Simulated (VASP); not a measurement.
Set up this calculation in VASP 6.6.1, as the native input.

```yaml
Task: single point
Functional: PBE
Potentials_or_basis: VASP PAW PBE potentials, release 64 (B, N)
Cutoff: 600 eV
k_mesh: 12 × 12 × 12
Occupations: gaussian, width 0.05 eV
Spin: no spin polarisation
Dipole_correction: no
Further_INCAR_settings: ALGO = Normal; EDIFF = 1e-06; NBANDS = 11
```

The structure of BN lies in POSCAR:

```
BN
1.0
    0.0000000000      1.8123485134      1.8123485134
    1.8123485134      0.0000000000      1.8123485134
    1.8123485134      1.8123485134      0.0000000000
B N
1 1
Direct
   -0.0068971282      0.0068971282      0.0068971282
    0.7553229068      0.7446770932      0.7446770932
```

This cell differs from its parent crystal: mode 4 (1026.0 1/cm) frozen in, largest displacement +0.025 Å.

One way to write it, as run:

INCAR

```
  ALGO = Normal
  EDIFF = 1E-6
  ENCUT = 600
  GGA = PE
  GGA_COMPAT = False
  ISIF = 2
  ISMEAR = 0
  LASPH = True
  LCHARG = False
  LREAL = False
  LWAVE = False
  NBANDS = 11
  NELM = 120
  PREC = Accurate
  SIGMA = 0.05
```

KPOINTS

```
k-points
0
Gamma
  12 12 12
```

Potentials or basis: VASP PAW PBE potentials, release 64 (B, N).

Launch:

```console
$ cat potpaw_PBE.64/B/POTCAR potpaw_PBE.64/N/POTCAR > POTCAR
$ mpirun -np 1 vasp_std > vasp.out
```

Results of the run:

The pressure is 0.5 GPa and the largest force is 1.049 eV/Å. The band gap on the k mesh is 4.05 eV, indirect (least direct gap 8.12 eV).

Caveat: the cell differs from its parent crystal (mode 4 (1026.0 1/cm) frozen in, largest displacement +0.025 Å); forces of over 1 eV/Å act on the atoms, so gaps and moduli don't describe the material at rest.

Run time: 37 s on 1 thread of Intel Xeon 8259CL (shared host), peak memory 0.15 GiB.
